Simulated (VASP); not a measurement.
# Al (P1) in VASP: single point with LDA

Aim: the single point of Al with LDA.

Program: VASP 6.6.1. These are calculated values, not measurements. Logs are shortened: lines on timing, memory, paths and dates and some standing lists are left out, and cuts for length are marked.

### Step 1. The cell of the first run

The typed cell holds 8 atoms: a = 5.585 Å, b = 5.749 Å, c = 6.127 Å, α = 65.96°, β = 52.86°, γ = 65.54°.

### Step 2. Single point, LDA (atoms moved at random and the cell strained at random)

INCAR

```
SYSTEM = Al
PREC = Accurate
ENCUT = 520
EDIFF = 1E-7
ISMEAR = 0
SIGMA = 0.15
LREAL = .False.
LASPH = .True.
NELM = 60
ALGO = Fast
ISIF = 2
LWAVE = .False.
LCHARG = .False.
GGA = CA
NBANDS = 22
```

KPOINTS

```
Automatic mesh
0
Gamma
  8 8 8
  0 0 0
```

POSCAR

```
Al
1.0
   -0.1853565362      4.3595071568     -3.4865703318
   -4.1328642550     -0.3120366170     -3.9839634850
   -3.9540531180      4.6780891730      0.1332254800
Al
8
Direct
    0.4857128912      0.4890744125      0.0255315470
   -0.0119497999      0.4994839900      0.0350098353
    0.5299802631      0.0101420083     -0.0501161617
    0.0349263219     -0.0003612200     -0.0040543870
    0.4828740998      0.5243090805      0.4963740943
    0.0097444720      0.4958428705      0.4852993806
    0.4728659080      0.0375276104      0.4866029623
   -0.0041541562     -0.0560187522      0.5253527292
```

Potentials or basis: VASP PAW LDA potentials, release 64 (Al).

Started as:

```sh
> cat potpaw_LDA.64/Al/POTCAR > POTCAR
> mpirun -np 1 vasp_std > vasp.out
```

OUTCAR:

```text
SYSTEM = Al
   PREC = Accurate
   ENCUT = 520
   EDIFF = 1E-7
   ISMEAR = 0
   LREAL = .False.
   LASPH = .True.
   NELM = 60
   ISIF = 2
   GGA = CA

 ion  position               nearest neighbor table
   1  0.486  0.489  0.026-   6 2.44   2 2.72   6 2.80   3 2.86   2 2.87   3 2.93   7 2.94   5 2.96
                             4 3.00   4 3.16   5 3.17
   2  0.988  0.499  0.035-   5 2.52   1 2.72   5 2.73   6 2.83   1 2.87   4 2.87   4 2.89   3 3.10
                             3 3.10   8 3.12   6 3.30
   3  0.530  0.010  0.950-   8 2.34   4 2.63   1 2.86   1 2.93   8 2.94   4 2.97   7 2.98   2 3.10
                             2 3.10   7 3.17   5 3.17   5 3.32
   4  0.035  1.000  0.996-   7 2.54   3 2.63   7 2.74   2 2.87   2 2.89   3 2.97   1 3.00   8 3.00
                             1 3.16   8 3.17   6 3.19   6 3.30
   5  0.483  0.524  0.496-   2 2.52   2 2.73   8 2.75   6 2.76   6 2.84   7 2.85   7 2.90   1 2.96
                             3 3.17   1 3.17   3 3.32
   6  0.010  0.496  0.485-   1 2.44   8 2.65   5 2.76   1 2.80   2 2.83   7 2.83   5 2.84   8 3.11
                             4 3.19   4 3.30   2 3.30   7 3.31
   7  0.473  0.038  0.487-   4 2.54   4 2.74   8 2.79   6 2.83   5 2.85   8 2.88   5 2.90   1 2.94
                             3 2.98   3 3.17   6 3.31
   8  0.996  0.944  0.525-   3 2.34   6 2.65   5 2.75   7 2.79   7 2.88   3 2.94   4 3.00   6 3.11
                             2 3.12   4 3.17

  LATTYP: Found a triclinic cell.
 ALAT       =     7.6385504776
 B/A-ratio  =     0.8472588177
 C/A-ratio  =     1.8249547857
 COS(alpha) =     0.0120410309
 COS(beta)  =     0.6950621388
 COS(gamma) =     0.6982466276

  Lattice vectors:

 A1 = (   0.3641676732,   0.6306186332,   7.6037592968)
 A2 = (   0.1788111370,   4.9901257900,   4.1171889650)
 A3 = (  -3.3979835094,  -8.4004322974,  10.5929364754)

Analysis of symmetry for initial positions (statically):
=====================================================================
 Subroutine PRICEL returns:
 Original cell was already a primitive cell.

 Routine SETGRP: Setting up the symmetry group for a
 triclinic supercell.

 Subroutine GETGRP returns: Found  1 space group operations
 (whereof  1 operations were pure point group operations)
 out of a pool of  2 trial point group operations.

The static configuration has the point symmetry C_1 .

Analysis of symmetry for dynamics (positions and initial velocities):
=====================================================================
 Subroutine PRICEL returns:
 Original cell was already a primitive cell.

 Routine SETGRP: Setting up the symmetry group for a
 triclinic supercell.

 Subroutine GETGRP returns: Found  1 space group operations
 (whereof  1 operations were pure point group operations)
 out of a pool of  2 trial point group operations.

The dynamic configuration has the point symmetry C_1 .

 Subroutine INISYM returns: Found  1 space group operations
 (whereof  1 operations are pure point group operations),
 and found     1 'primitive' translations

----------------------------------------------------------------------------------------

                                     Primitive cell

  volume of cell :     139.3388

  direct lattice vectors                    reciprocal lattice vectors
    -0.185356536  4.359507157 -3.486570332     0.133457232  0.117005534 -0.147609444
    -4.132864255 -0.312036617 -3.983963485    -0.121224592 -0.099116559 -0.117487829
    -3.954053118  4.678089173  0.133225480    -0.132454565  0.098113893  0.129720469

  length of vectors
     5.585322943  5.748904143  6.126728605     0.230845566  0.195762315  0.209756878

  position of ions in fractional coordinates (direct lattice)
     0.485712891  0.489074413  0.025531547
     0.988050200  0.499483990  0.035009835
     0.529980263  0.010142008  0.949883838
     0.034926322  0.999638780  0.995945613
     0.482874100  0.524309080  0.496374094
     0.009744472  0.495842870  0.485299381
     0.472865908  0.037527610  0.486602962
     0.995845844  0.943981248  0.525352729

  ion indices of the primitive-cell ions
   primitive index   ion index
                 1           1
                 2           2
                 3           3
                 4           4
                 5           5
                 6           6
                 7           7
                 8           8

----------------------------------------------------------------------------------------

 KPOINTS: Automatic mesh

Automatic generation of k-mesh.
 Grid dimensions read from file:
 generate k-points for:    8    8    8

 Generating k-lattice:

  Cartesian coordinates                     Fractional coordinates (reciprocal lattice)
     0.016682154  0.014625692 -0.018451180     0.125000000  0.000000000 -0.000000000
    -0.015153074 -0.012389570 -0.014685979     0.000000000  0.125000000  0.000000000
    -0.016556821  0.012264237  0.016215059     0.000000000  0.000000000  0.125000000

  Length of vectors
     0.028855696  0.024470289  0.026219610

  Shift w.r.t. Gamma in fractional coordinates (k-lattice)
     0.000000000  0.000000000  0.000000000

 Subroutine IBZKPT returns following result:
 ===========================================

 Found    260 irreducible k-points:

 Following reciprocal coordinates:
            Coordinates               Weight
  0.000000  0.000000  0.000000      1.000000
  0.125000  0.000000  0.000000      2.000000
  0.250000  0.000000  0.000000      2.000000
  0.375000  0.000000 -0.000000      2.000000
  0.500000  0.000000  0.000000      1.000000
 -0.000000  0.125000  0.000000      2.000000
[... 16 lines left out ...]
  0.125000  0.375000  0.000000      2.000000
  0.250000  0.375000  0.000000      2.000000
 [... further k-points ...]
   k-points           NKPTS =    260   k-points in BZ     NKDIM =    260   number of bands    NBANDS=     22
   number of dos      NEDOS =    301   number of ions     NIONS =      8
   total plane-waves  NPLWV =  96768
   dimension x,y,z NGX =    42 NGY =   48 NGZ =   48
   dimension x,y,z NGXF=    84 NGYF=   96 NGZF=   96
   ions per type =               8
   NGX,Y,Z   is equivalent  to a cutoff of  12.50, 13.88, 13.02 a.u.
   NGXF,Y,Z  is equivalent  to a cutoff of  25.00, 27.76, 26.05 a.u.
 SYSTEM =  Al
   PREC   = accura    normal or accurate (medium, high low for compatibility)
   ISTART =      0    job   : 0-new  1-cont  2-samecut
   ICHARG =      2    charge: 1-file 2-atom 10-const
   ISPIN  =      1    spin polarized calculation?
   LNONCOLLINEAR =      F non collinear calculations
   LSORBIT =      F    spin-orbit coupling
   LASPH  =      T    aspherical Exc in radial PAW
   ENCUT  =  520.0 eV  38.22 Ry    6.18 a.u.  10.38 10.69 11.39*2*pi/ulx,y,z
   NELM   =     60;   NELMIN=  2; NELMDL= -5     # of ELM steps
   EDIFF  = 0.1E-06   stopping-criterion for ELM
   LREAL  =      F    real-space projection
   EDIFFG = 0.1E-05   stopping-criterion for IOM
   NSW    =      0    number of steps for IOM
   IBRION =     -1    ionic relax: 0-MD 1-quasi-New 2-CG
   NFREE  =      0    steps in history (QN), initial steepest desc. (CG)
   ISIF   =      2    stress and relaxation
   ISYM   =      2    0-nonsym 1-usesym 2-fastsym
   POTIM  = 0.5000    time-step for ionic-motion
   TEBEG  =    0.0;   TEEND  =   0.0 temperature during run
   PSTRESS=    0.0 pullay stress
   NELECT =      24.0000    total number of electrons
   NUPDOWN=      -1.0000    fix difference up-down
   EMIN   =  10.00;   EMAX   =-10.00  energy-range for DOS
   EFERMI =   0.00;   METHOD = LEGACY
   ISMEAR =     0;   SIGMA  =   0.15  broadening in eV -4-tet -1-fermi 0-gaus
   EFERMI_NEDOS =   21; number of points for ismear=-14 and -15
   IALGO  =     68    algorithm
   IMIX   =      4    mixing-type and parameters
     AMIX     =   0.40;   BMIX     =  1.00
     AMIX_MAG =   1.60;   BMIX_MAG =  1.00
  volume/ion in A,a.u.               =      17.42       117.54
  Fermi-wavevector in a.u.,A,eV,Ry     =   0.910866  1.721288 11.288445  0.829677
  Thomas-Fermi vector in A             =   2.035079
   LORBIT       =      0    0 simple, 1 ext, 2 COOP (PROOUT), +10 PAW based schemes
   GGA     = CA    functional components
   LHFCALC =     F    Hartree Fock is set to
   AEXX    =    0.0000 exact exchange contribution
   IVDW    =     0    specifies the selected vdW correction
   LEPSILON=     F    determine dielectric tensor
   LRPA    =     F    only Hartree local field effects (RPA)
 non-spin polarized calculation
 RMM-DIIS sequential band-by-band and
 Gauss-broadening in eV      SIGMA  =   0.15
  energy-cutoff  :      520.00
  volume of cell :      139.34
 maximum number of plane-waves:      3774
 NGX is ok and might be reduce to    42
   NGX = 21   NGY = 21   NGZ = 23

 number of electron      24.0000000 magnetization

 Free energy of the ion-electron system (eV)
  ---------------------------------------------------
  ext. energy  EPLUGINS =         0.00000000
  ---------------------------------------------------
  free energy    TOTEN  =       -31.94800408 eV

  energy without entropy =      -31.90985117  energy(sigma->0) =      -31.92892763

 E-fermi :   7.1228     XC(G=0): -10.1133

 val. band max:        7.1213980652   @ k =  -0.1250  -0.0000   0.2500
 cond. band min:       7.1274701949   @ k =  -0.3750  -0.3750   0.2500
 fundamental gap:      0.0060721298
 Fermi energy:         7.1228073067

 k-point     1 :       0.0000    0.0000    0.0000
  band No.  band energies     occupation
      1      -3.5503      2.00000
      2       1.4660      2.00000
      3       2.2553      2.00000
      4       2.5927      2.00000
      5       2.8174      2.00000
      6       3.0483      2.00000
[... 14 lines left out ...]
     21      13.1751      0.00000
     22      13.3181      0.00000

 k-point     2 :       0.1250    0.0000    0.0000
  band No.  band energies     occupation
      1      -3.4284      2.00000
      2       1.3620      2.00000
      3       2.0236      2.00000
      4       2.2124      2.00000
      5       2.3577      2.00000
      6       2.5861      2.00000
[... 14 lines left out ...]
     21      12.7984      0.00000
     22      13.1969      0.00000

 k-point     3 :       0.2500    0.0000    0.0000
  band No.  band energies     occupation
      1      -3.0642      2.00000
      2       0.7322      2.00000
      3       1.2190      2.00000
      4       1.6294      2.00000
      5       1.8993      2.00000
      6       2.4236      2.00000
[... 14 lines left out ...]
     21      12.0170      0.00000
     22      12.7517      0.00000

 k-point     4 :       0.3750    0.0000   -0.0000
  band No.  band energies     occupation
      1      -2.4636      2.00000
      2      -0.5208      2.00000
      3       0.9741      2.00000
      4       1.2971      2.00000
      5       1.9599      2.00000
      6       2.4086      2.00000
[... 14 lines left out ...]
     21      11.9362      0.00000
     22      12.2002      0.00000

 k-point     5 :       0.5000    0.0000    0.0000
  band No.  band energies     occupation
      1      -1.7704      2.00000
      2      -1.4409      2.00000
      3       0.8844      2.00000
      4       1.1774      2.00000
      5       2.2478      2.00000
      6       2.3970      2.00000
[... 417 lines left out ...]
 k-point    22 :      -0.0000    0.3750   -0.0000
  band No.  band energies     occupation
      1      -2.7680      2.00000
      2      -1.3817      2.00000
      3       1.8146      2.00000
      4       1.8417      2.00000
      5       2.6389      2.00000
      6       3.2993      2.00000
[... 14 lines left out ...]
     21      11.4066      0.00000
     22      12.0407      0.00000

 k-point    23 :       0.1250    0.3750    0.0000
  band No.  band energies     occupation
      1      -2.7889      2.00000
      2      -1.0313      2.00000
      3       1.1877      2.00000
      4       1.6843      2.00000
      5       2.7396      2.00000
      6       2.9311      2.00000
[... 14 lines left out ...]
     21      11.8253      0.00000
     22      12.1583      0.00000

 k-point    24 :       0.2500    0.3750    0.0000
  band No.  band energies     occupation
      1      -2.5690      2.00000
      2      -0.4565      2.00000
      3       0.7599      2.00000
      4       1.0311      2.00000
      5       1.5623      2.00000
      6       2.4236      2.00000
[... 14 lines left out ...]
     21      12.1146      0.00000
     22      12.3901      0.00000

 [... further k-points ...]
[... 5 lines left out ...]
  --------------------------------------------------------------------------------------
  -------------------------------------------------------------------------------------
  Total        2.1733147     -5.7949728      3.0861191      0.0531483     -1.8405500     -5.4464628
  in kB       24.9897123    -66.6331032     35.4855327      0.6111220    -21.1634399    -62.6257848
  external PRESSURE =      -2.0526194 kB  Pullay stress =       0.0000000 kB

 VOLUME and BASIS-vectors are now :
 -----------------------------------------------------------------------------
  energy-cutoff  :      520.00
  volume of cell :      139.34
      direct lattice vectors                 reciprocal lattice vectors
    -0.185356536  4.359507157 -3.486570332     0.133457232  0.117005534 -0.147609444
    -4.132864255 -0.312036617 -3.983963485    -0.121224592 -0.099116559 -0.117487829
    -3.954053118  4.678089173  0.133225480    -0.132454565  0.098113893  0.129720469

 POSITION                                       TOTAL-FORCE (eV/Angst)
 -----------------------------------------------------------------------------------
     -2.21226      2.08430     -3.63853         0.981184      0.121890     -1.083778
     -2.38587      4.31533     -5.43017         0.576899     -0.166092     -0.337455
     -3.89604      6.75093     -1.76167        -1.726222      0.265131      0.992807
     -8.07587      4.49946     -3.97161        -0.506176     -0.255132      0.791802
     -4.21909      4.26357     -3.70627        -0.469626      0.241755      0.319924
     -3.96996      2.15803     -1.94474        -0.704542     -0.084549      1.343400
     -2.16680      4.32612     -1.73336         0.661604     -0.050094     -0.473147
     -6.16321      6.50449     -7.16288         1.186879     -0.072907     -1.553554
 -----------------------------------------------------------------------------------
    total drift:                               -0.000022     -0.000008      0.000024

  FREE ENERGIE OF THE ION-ELECTRON SYSTEM (eV)
  ---------------------------------------------------
  free  energy   TOTEN  =       -31.9480040830 eV

  energy  without entropy=      -31.9098511731  energy(sigma->0) =      -31.92892763
```

Wall time 11 min (1 thread of Intel Xeon Platinum 8488C (Sapphire Rapids), shared host); peak memory 0.61 GiB.

Results:

```
Free energy            : -31.9480 eV
Pressure               : -0.2 GPa
Largest force          : 2.009 eV/Å
Band gap on the k mesh : zero (band 12 reaches 8.33 eV, above the bottom of band 13 at 5.28 eV)
```

Forces in eV/Å, atoms in the order of the input:
```
Al   0.981  0.122 -1.084
Al   0.577 -0.166 -0.337
Al  -1.726  0.265  0.993
Al  -0.506 -0.255  0.792
Al  -0.470  0.242  0.320
Al  -0.705 -0.085  1.343
Al   0.662 -0.050 -0.473
Al   1.187 -0.073 -1.554
```

Levels at points of the mesh, in eV from the Fermi level:
```tsv
k point	band 9	band 10	band 11	band 12	band 13	band 14	band 15	band 16
(0.00, 0.00, 0.00)	-3.77	-3.26	-2.51	-2.07	-1.30	-0.64	0.33	2.77
(0.50, 0.00, 0.00)	-1.97	-1.58	0.14	0.33	0.55	1.00	2.03	2.18
(0.00, 0.50, 0.00)	-1.82	-1.64	-0.29	-0.25	-0.21	-0.10	0.37	0.42
(0.50, 0.50, 0.00)	-0.48	-0.26	-0.23	0.10	0.97	1.32	2.02	2.25
(0.00, 0.00, 0.50)	-2.32	-2.26	-1.18	-0.90	0.10	0.36	1.84	2.05
(0.50, 0.00, 0.50)	-0.76	-0.69	-0.27	-0.08	-0.01	0.12	0.94	1.05
(0.00, 0.50, 0.50)	-1.64	-1.33	0.48	0.62	0.84	1.26	1.88	2.07
(0.50, 0.50, 0.50)	-1.49	-1.39	-0.76	-0.63	0.97	1.06	1.44	1.49
```

Caveat: the cell differs from its parent crystal (atoms moved at random and the cell strained at random); forces of over 1 eV/Å act on the atoms, so gaps and moduli don't describe the material at rest.
